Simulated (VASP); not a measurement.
# Cr (Im-3m) in VASP: notebook

Cr is run at these levels: PBE; tasks: single point.

Program: VASP 6.6.1. These are calculated values, not measurements. Logs are shortened: lines on timing, memory, paths and dates and some standing lists are left out, and cuts for length are marked.

### Step 1. The cell of the first run

Symmetry: Im-3m, No. 229, cubic system. The conventional cell has a = 2.829 Å, b = 2.829 Å, c = 2.829 Å, α = 90.00°, β = 90.00°, γ = 90.00°. Within 3.2 Å of Cr (site symmetry m-3m) lie 14 Cr at 2.45 to 2.83 Å.

### Step 2. Single point, PBE, collinear spin (11.31 Å³/atom)

INCAR

```
SYSTEM = Cr
PREC = Accurate ; ENCUT = 520
EDIFF = 1E-6 ; ISMEAR = 0
SIGMA = 0.05 ; LREAL = .False.
LASPH = .True. ; NELM = 150
ALGO = Normal ; ISIF = 2
LWAVE = .False. ; LCHARG = .False.
ISPIN = 2 ; MAGMOM = 0.05
LORBIT = 11 ; LMAXMIX = 4
GGA = PE ; NBANDS = 16
```

KPOINTS

```
Automatic mesh
0
Gamma
  10 10 10
  0 0 0
```

POSCAR

```
Cr
1.0
   -1.4142658383      1.4142658383      1.4142658383
    1.4142658383     -1.4142658383      1.4142658383
    1.4142658383      1.4142658383     -1.4142658383
Cr
1
Direct
    0.0000000000      0.0000000000      0.0000000000
```

Potentials or basis: VASP PAW PBE potentials, release 64 (Cr_pv).

Run with:

```console
$ cat potpaw_PBE.64/Cr_pv/POTCAR > POTCAR
$ mpirun -np 1 vasp_std > vasp.out
```

OUTCAR:

```text
SYSTEM = Cr
   PREC = Accurate
   ENCUT = 520
   EDIFF = 1E-6
   ISMEAR = 0
   LREAL = .False.
   LASPH = .True.
   NELM = 150
   ISIF = 2
   ISPIN = 2
   LORBIT = 11
   GGA = PE

 ion  position               nearest neighbor table
   1  0.000  0.000  0.000-

  LATTYP: Found a body centered cubic cell.
 ALAT       =     2.8285316766

  Lattice vectors:

 A1 = (  -1.4142658383,   1.4142658383,   1.4142658383)
 A2 = (   1.4142658383,  -1.4142658383,   1.4142658383)
 A3 = (   1.4142658383,   1.4142658383,  -1.4142658383)

Analysis of symmetry for initial positions (statically):
=====================================================================
 Subroutine PRICEL returns:
 Original cell was already a primitive cell.

 Routine SETGRP: Setting up the symmetry group for a
 body centered cubic supercell.

 Subroutine GETGRP returns: Found 48 space group operations
 (whereof 48 operations were pure point group operations)
 out of a pool of 48 trial point group operations.

The static configuration has the point symmetry O_h .

Analysis of symmetry for dynamics (positions and initial velocities):
=====================================================================
 Subroutine PRICEL returns:
 Original cell was already a primitive cell.

 Routine SETGRP: Setting up the symmetry group for a
 body centered cubic supercell.

 Subroutine GETGRP returns: Found 48 space group operations
 (whereof 48 operations were pure point group operations)
 out of a pool of 48 trial point group operations.

The dynamic configuration has the point symmetry O_h .

Analysis of structural, dynamic, and magnetic symmetry:
=====================================================================
 Subroutine PRICEL returns:
 Original cell was already a primitive cell.

 Routine SETGRP: Setting up the symmetry group for a
 body centered cubic supercell.

 Subroutine GETGRP returns: Found 48 space group operations
 (whereof 48 operations were pure point group operations)
 out of a pool of 48 trial point group operations.

The overall configuration has the point symmetry O_h .

 Subroutine INISYM returns: Found 48 space group operations
 (whereof 48 operations are pure point group operations),
 and found     1 'primitive' translations

----------------------------------------------------------------------------------------

                                     Primitive cell

  volume of cell :      11.3150

  direct lattice vectors                    reciprocal lattice vectors
[... 97 lines left out ...]
   NUPDOWN=      -1.0000    fix difference up-down
   EMIN   =  10.00;   EMAX   =-10.00  energy-range for DOS
   EFERMI =   0.00;   METHOD = LEGACY
   ISMEAR =     0;   SIGMA  =   0.05  broadening in eV -4-tet -1-fermi 0-gaus
   EFERMI_NEDOS =   21; number of points for ismear=-14 and -15
   IALGO  =     38    algorithm
   IMIX   =      4    mixing-type and parameters
     AMIX     =   0.40;   BMIX     =  1.00
     AMIX_MAG =   1.60;   BMIX_MAG =  1.00
  volume/ion in A,a.u.               =      11.31        76.36
  Fermi-wavevector in a.u.,A,eV,Ry     =   1.669491  3.154881 37.922181  2.787202
  Thomas-Fermi vector in A             =   2.755155
   LORBIT       =     11    0 simple, 1 ext, 2 COOP (PROOUT), +10 PAW based schemes
   GGA     = PE    functional components
   LHFCALC =     F    Hartree Fock is set to
   AEXX    =    0.0000 exact exchange contribution
   IVDW    =     0    specifies the selected vdW correction
   LEPSILON=     F    determine dielectric tensor
   LRPA    =     F    only Hartree local field effects (RPA)
 spin polarized calculation
 Gauss-broadening in eV      SIGMA  =   0.05
  energy-cutoff  :      520.00
  volume of cell :       11.31
 maximum number of plane-waves:       321
   NGX =  9   NGY =  9   NGZ =  9

 number of electron      12.0000007 magnetization       0.0003114

 number of electron      12.0000007 magnetization      -0.0000013

 Free energy of the ion-electron system (eV)
  ---------------------------------------------------
  ext. energy  EPLUGINS =         0.00000000
  ---------------------------------------------------
  free energy    TOTEN  =        -9.50331408 eV

  energy without entropy =       -9.50244840  energy(sigma->0) =       -9.50288124

 E-fermi :  11.3207     XC(G=0): -13.7967

 val. band max:       11.2513087205   @ k =   0.1000   0.1000   0.0000
 cond. band min:      11.3470856738   @ k =   0.4000   0.0000   0.0000
 fundamental gap:      0.0957769534
 Fermi energy:        11.3207408426

 spin component 1

 k-point     1 :       0.0000    0.0000    0.0000
  band No.  band energies     occupation
      1     -31.4482      1.00000
      2     -31.4482      1.00000
      3     -31.4482      1.00000
      4       3.3388      1.00000
      5      10.3171      1.00000
      6      10.3171      1.00000
[... 435 lines left out ...]
      5       9.5479      1.00000
      6       9.8543      1.00000
[... 8 lines left out ...]
     15      39.1282      0.00000
     16      41.6758      0.00000

 [... further k-points ...]

 spin component 2

 k-point     1 :       0.0000    0.0000    0.0000
  band No.  band energies     occupation
      1     -31.4482      1.00000
      2     -31.4482      1.00000
      3     -31.4482      1.00000
      4       3.3388      1.00000
      5      10.3171      1.00000
      6      10.3171      1.00000
[... 435 lines left out ...]
      5       9.5478      1.00000
      6       9.8543      1.00000
[... 8 lines left out ...]
     15      39.1282      0.00000
     16      41.6758      0.00000

 [... further k-points ...]
[... 5 lines left out ...]
  --------------------------------------------------------------------------------------
  -------------------------------------------------------------------------------------
  Total        0.3816411      0.3816411      0.3816411     -0.0000000     -0.0000000      0.0000000
  in kB       54.0396514     54.0396514     54.0396514     -0.0000000     -0.0000000      0.0000000
  external PRESSURE =      54.0396514 kB  Pullay stress =       0.0000000 kB

 VOLUME and BASIS-vectors are now :
 -----------------------------------------------------------------------------
  energy-cutoff  :      520.00
  volume of cell :       11.31
      direct lattice vectors                 reciprocal lattice vectors
    -1.414265838  1.414265838  1.414265838     0.000000000  0.353540322  0.353540322
     1.414265838 -1.414265838  1.414265838     0.353540322  0.000000000  0.353540322
     1.414265838  1.414265838 -1.414265838     0.353540322  0.353540322  0.000000000

 POSITION                                       TOTAL-FORCE (eV/Angst)
 -----------------------------------------------------------------------------------
      0.00000      0.00000      0.00000        -0.000000      0.000000     -0.000000
 -----------------------------------------------------------------------------------
    total drift:                                0.000000     -0.000000      0.000000

  FREE ENERGIE OF THE ION-ELECTRON SYSTEM (eV)
  ---------------------------------------------------
  free  energy   TOTEN  =        -9.5033140826 eV

  energy  without entropy=       -9.5024483982  energy(sigma->0) =       -9.50288124

 total charge

# of ion       s       p       d       tot
------------------------------------------
    1        0.448   6.425   4.230  11.102

 magnetization (x)

# of ion       s       p       d       tot
------------------------------------------
    1       -0.000  -0.000  -0.000  -0.000
```

OSZICAR:

```text
N       E                     dE             d eps       ncg     rms          rms(c)
DAV:   1     0.788141630688E+02    0.78814E+02   -0.61295E+03  3104   0.861E+02
DAV:   2    -0.972323945720E+01   -0.88537E+02   -0.84191E+02  3408   0.247E+02
DAV:   3    -0.111459866213E+02   -0.14227E+01   -0.14208E+01  3376   0.345E+01
DAV:   4    -0.111506140186E+02   -0.46274E-02   -0.46273E-02  3592   0.196E+00
DAV:   5    -0.111506475363E+02   -0.33518E-04   -0.33518E-04  3384   0.150E-01    0.132E+01
DAV:   6    -0.953440695220E+01    0.16162E+01   -0.19820E+00  3072   0.261E+01    0.189E+00
DAV:   7    -0.951409417879E+01    0.20313E-01   -0.26794E-02  3128   0.178E+00    0.106E+00
DAV:   8    -0.950327931791E+01    0.10815E-01   -0.26919E-03  3512   0.659E-01    0.149E-01
DAV:   9    -0.950330701082E+01   -0.27693E-04   -0.15770E-04  3296   0.155E-01    0.575E-02
DAV:  10    -0.950332398179E+01   -0.16971E-04   -0.99792E-06  3376   0.423E-02    0.224E-02
DAV:  11    -0.950331598541E+01    0.79964E-05   -0.48467E-06  3160   0.369E-02    0.519E-03
DAV:  12    -0.950331422157E+01    0.17638E-05   -0.69931E-08  1512   0.350E-03    0.107E-03
DAV:  13    -0.950331408259E+01    0.13899E-06   -0.80590E-09  1504   0.114E-03
   1 F= -.95033141E+01 E0= -.95028812E+01  d E =-.865684E-03  mag=     0.0000
```

Run time: 15 s. Hardware: 1 thread of AMD EPYC 7R43 (Zen 3), shared host; peak memory 0.1 GiB.

What came out:

```yaml
Free_energy: -9.5033 eV
Pressure: 5.4 GPa
Band_gap_on_the_k_mesh: zero (filled and empty bands overlap)
Net_moment: 0.00 μB per cell
Valence_electrons_inside_the_program's_atomic_spheres: Cr 11.10
```

Levels at points of the mesh, in eV from the Fermi level:
Spin up:
```
           k point  band 4  band 5  band 6  band 7  band 8  band 9
(0.00, 0.00, 0.00)   -7.98   -1.00   -1.00   -1.00    1.10    1.10
(0.50, 0.00, 0.00)   -4.59   -2.59    1.11    1.12    1.46    2.85
(0.50, 0.50, 0.50)   -4.50   -4.50    2.45    2.45    2.45    7.04
```
Spin down:
```csv
k point,band 3,band 4,band 5,band 6,band 7,band 8,band 9,band 10
"(0.00, 0.00, 0.00)",-42.77,-7.98,-1.00,-1.00,-1.00,1.10,1.10,7.04
"(0.50, 0.00, 0.00)",-42.78,-4.59,-2.59,1.11,1.12,1.46,2.85,7.03
"(0.50, 0.50, 0.50)",-43.44,-4.50,-4.50,2.45,2.45,2.45,7.04,10.75
```

Caveat: the cell stands under pressure.

### Step 3. Single point, PBE, collinear spin (11.57 Å³/atom)

This run uses another cell than the first one, of 11.57 Å³/atom.

INCAR

```
SYSTEM = Cr
PREC = Accurate
ENCUT = 520
EDIFF = 1E-6
ISMEAR = 0
SIGMA = 0.05
LREAL = .False.
LASPH = .True.
NELM = 150
ALGO = Fast
ISIF = 2
LWAVE = .False.
LCHARG = .True.
ISPIN = 2
MAGMOM = 0.05
LORBIT = 11
LMAXMIX = 4
GGA = PE
LELF = .True.
LVHAR = .True.
NBANDS = 16
```

KPOINTS is that of step 2.

POSCAR

```
Cr
1.0
   -1.4248379334      1.4248379334      1.4248379334
    1.4248379334     -1.4248379334      1.4248379334
    1.4248379334      1.4248379334     -1.4248379334
Cr
1
Direct
    0.0000000000      0.0000000000      0.0000000000
```

Potentials or basis: VASP PAW PBE potentials, release 64 (Cr_pv).

Run with:

```console
$ cat potpaw_PBE.64/Cr_pv/POTCAR > POTCAR
$ mpirun -np 1 vasp_std > vasp.out
```

OUTCAR:

```text
SYSTEM = Cr
   PREC = Accurate
   ENCUT = 520
   EDIFF = 1E-6
   ISMEAR = 0
   LREAL = .False.
   LASPH = .True.
   NELM = 150
   ISIF = 2
   ISPIN = 2
   LORBIT = 11
   GGA = PE

 ion  position               nearest neighbor table
   1  0.000  0.000  0.000-

  LATTYP: Found a body centered cubic cell.
 ALAT       =     2.8496758668

  Lattice vectors:

 A1 = (  -1.4248379334,   1.4248379334,   1.4248379334)
 A2 = (   1.4248379334,  -1.4248379334,   1.4248379334)
 A3 = (   1.4248379334,   1.4248379334,  -1.4248379334)

Analysis of symmetry for initial positions (statically):
=====================================================================
 Subroutine PRICEL returns:
 Original cell was already a primitive cell.

 Routine SETGRP: Setting up the symmetry group for a
 body centered cubic supercell.

 Subroutine GETGRP returns: Found 48 space group operations
 (whereof 48 operations were pure point group operations)
 out of a pool of 48 trial point group operations.

The static configuration has the point symmetry O_h .

Analysis of symmetry for dynamics (positions and initial velocities):
=====================================================================
 Subroutine PRICEL returns:
 Original cell was already a primitive cell.

 Routine SETGRP: Setting up the symmetry group for a
 body centered cubic supercell.

 Subroutine GETGRP returns: Found 48 space group operations
 (whereof 48 operations were pure point group operations)
 out of a pool of 48 trial point group operations.

The dynamic configuration has the point symmetry O_h .

Analysis of structural, dynamic, and magnetic symmetry:
=====================================================================
 Subroutine PRICEL returns:
 Original cell was already a primitive cell.

 Routine SETGRP: Setting up the symmetry group for a
 body centered cubic supercell.

 Subroutine GETGRP returns: Found 48 space group operations
 (whereof 48 operations were pure point group operations)
 out of a pool of 48 trial point group operations.

The overall configuration has the point symmetry O_h .

[... 127 lines left out ...]
 spin polarized calculation
 RMM-DIIS sequential band-by-band and
 Gauss-broadening in eV      SIGMA  =   0.05
  energy-cutoff  :      520.00
  volume of cell :       11.57
 maximum number of plane-waves:       329
   NGX =  9   NGY =  9   NGZ =  9

 number of electron      11.9999993 magnetization       0.0000156

 number of electron      11.9999993 magnetization      -0.0000030

 Free energy of the ion-electron system (eV)
  ---------------------------------------------------
  ext. energy  EPLUGINS =         0.00000000
  ---------------------------------------------------
  free energy    TOTEN  =        -9.50721807 eV

  energy without entropy =       -9.50626980  energy(sigma->0) =       -9.50674394

 E-fermi :  10.9829     XC(G=0): -13.6672

 val. band max:       10.9242875171   @ k =   0.1000   0.1000   0.0000
 cond. band min:      10.9891492207   @ k =   0.4000   0.0000   0.0000
 fundamental gap:      0.0648617036
 Fermi energy:        10.9828903343

 spin component 1

 k-point     1 :       0.0000    0.0000    0.0000
  band No.  band energies     occupation
      1     -31.8074      1.00000
      2     -31.8074      1.00000
      3     -31.8074      1.00000
      4       3.0967      1.00000
      5      10.0195      1.00000
      6      10.0195      1.00000
[... 435 lines left out ...]
      5       9.2755      1.00000
      6       9.5652      1.00000
[... 8 lines left out ...]
     15      38.3785      0.00000
     16      40.8838      0.00000

 [... further k-points ...]

 spin component 2

 k-point     1 :       0.0000    0.0000    0.0000
  band No.  band energies     occupation
      1     -31.8074      1.00000
      2     -31.8074      1.00000
      3     -31.8074      1.00000
      4       3.0967      1.00000
      5      10.0195      1.00000
      6      10.0195      1.00000
[... 435 lines left out ...]
      5       9.2755      1.00000
      6       9.5652      1.00000
[... 8 lines left out ...]
     15      38.3785      0.00000
     16      40.8838      0.00000

 [... further k-points ...]
[... 5 lines left out ...]
  --------------------------------------------------------------------------------------
  -------------------------------------------------------------------------------------
  Total       -0.0353215     -0.0353215     -0.0353215      0.0000000      0.0000000      0.0000000
  in kB       -4.8909484     -4.8909484     -4.8909484      0.0000000      0.0000000      0.0000000
  external PRESSURE =      -4.8909484 kB  Pullay stress =       0.0000000 kB

 VOLUME and BASIS-vectors are now :
 -----------------------------------------------------------------------------
  energy-cutoff  :      520.00
  volume of cell :       11.57
      direct lattice vectors                 reciprocal lattice vectors
    -1.424837933  1.424837933  1.424837933     0.000000000  0.350917103  0.350917103
     1.424837933 -1.424837933  1.424837933     0.350917103  0.000000000  0.350917103
     1.424837933  1.424837933 -1.424837933     0.350917103  0.350917103  0.000000000

 POSITION                                       TOTAL-FORCE (eV/Angst)
 -----------------------------------------------------------------------------------
      0.00000      0.00000      0.00000        -0.000000     -0.000000      0.000000
 -----------------------------------------------------------------------------------
    total drift:                                0.000000     -0.000000      0.000000

  FREE ENERGIE OF THE ION-ELECTRON SYSTEM (eV)
  ---------------------------------------------------
  free  energy   TOTEN  =        -9.5072180743 eV

  energy  without entropy=       -9.5062697988  energy(sigma->0) =       -9.50674394

 total charge

# of ion       s       p       d       tot
------------------------------------------
    1        0.440   6.411   4.201  11.052

 magnetization (x)

# of ion       s       p       d       tot
------------------------------------------
    1       -0.000   0.000  -0.000  -0.000
```

stdout:

```text
POSCAR found type information on POSCAR Cr
 POSCAR found :  1 types and       1 ions
 scaLAPACK will be used
 LDA part: xc-table for (Slater+PW92), standard interpolation
 POSCAR, INCAR and KPOINTS ok, starting setup
 FFT: planning ... GRIDC
 FFT: planning ... GRID_SOFT
 FFT: planning ... GRID
 WAVECAR not read
 entering main loop
```

Run time: 18 s. Hardware: 1 thread of AMD EPYC 7R43 (Zen 3), shared host; peak memory 0.09 GiB.

What came out:

```
Free energy                                           : -9.5072 eV
Pressure                                              : -0.5 GPa
Band gap on the k mesh                                : zero (filled and empty bands overlap)
Net moment                                            : 0.00 μB per cell
Valence electrons inside the program's atomic spheres : Cr 11.05
```

Caveat: an empty level that is flat over the whole mesh can mark a ghost state of the potentials, or a narrow d or f band.

### Step 4. Single point, PBE, collinear spin, ferromagnetic start

This run uses another cell than the first one, of 11.99 Å³/atom.

INCAR

```
  PREC = Accurate
  ENCUT = 520
  EDIFF = 1E-7
  ISMEAR = 0
  SIGMA = 0.05
  LREAL = False
  LASPH = True
  NELM = 150
  ALGO = Fast
  ISIF = 2
  LWAVE = False
  LCHARG = False
  ISPIN = 2
  MAGMOM = 2
  LORBIT = 11
  LMAXMIX = 4
  GGA = PE
  NBANDS = 16
```

KPOINTS

```
regular mesh
0
Gamma
  10 10 10
```

POSCAR

```
Cr
1.0
   -1.4419500000      1.4419500000      1.4419500000
    1.4419500000     -1.4419500000      1.4419500000
    1.4419500000      1.4419500000     -1.4419500000
Cr
1
Direct
    0.0000000000      0.0000000000      0.0000000000
```

Run with:

```console
$ cat potpaw_PBE.64/Cr_pv/POTCAR > POTCAR
$ mpirun -np 1 vasp_std > vasp.out
```

Run time: 24 s. Hardware: 1 thread of AMD EPYC 7R43 (Zen 3), shared host; peak memory 0.1 GiB.

The run converged. Its results:

```yaml
Free_energy: -9.4945 eV
Pressure: -9.0 GPa
Band_gap_on_the_k_mesh: zero (filled and empty bands overlap)
Net_moment: 0.00 μB per cell
Valence_electrons_inside_the_program's_atomic_spheres: Cr 10.97
```

Levels at points of the mesh, in eV from the Fermi level:
Spin up:
```
           k point  band 3  band 4  band 5  band 6  band 7  band 8  band 9  band 10
(0.00, 0.00, 0.00)  -42.83   -7.73   -0.91   -0.91   -0.91    1.05    1.05     7.02
(0.50, 0.00, 0.00)  -42.83   -4.27   -2.37    1.01    1.04    1.36    2.64     7.01
(0.50, 0.50, 0.50)  -43.39   -4.11   -4.11    2.27    2.27    2.27    7.02    10.26
```
Spin down:
```
           k point  band 4  band 5  band 6  band 7  band 8  band 9
(0.00, 0.00, 0.00)   -7.73   -0.91   -0.91   -0.91    1.05    1.05
(0.50, 0.00, 0.00)   -4.27   -2.37    1.01    1.04    1.36    2.64
(0.50, 0.50, 0.50)   -4.11   -4.11    2.27    2.27    2.27    7.02
```

Caveat: the cell stands under tension; the moments typed at the start vanished in this run.

The gap in the log of VASP goes by the Fermi energy; the results here count the filled bands.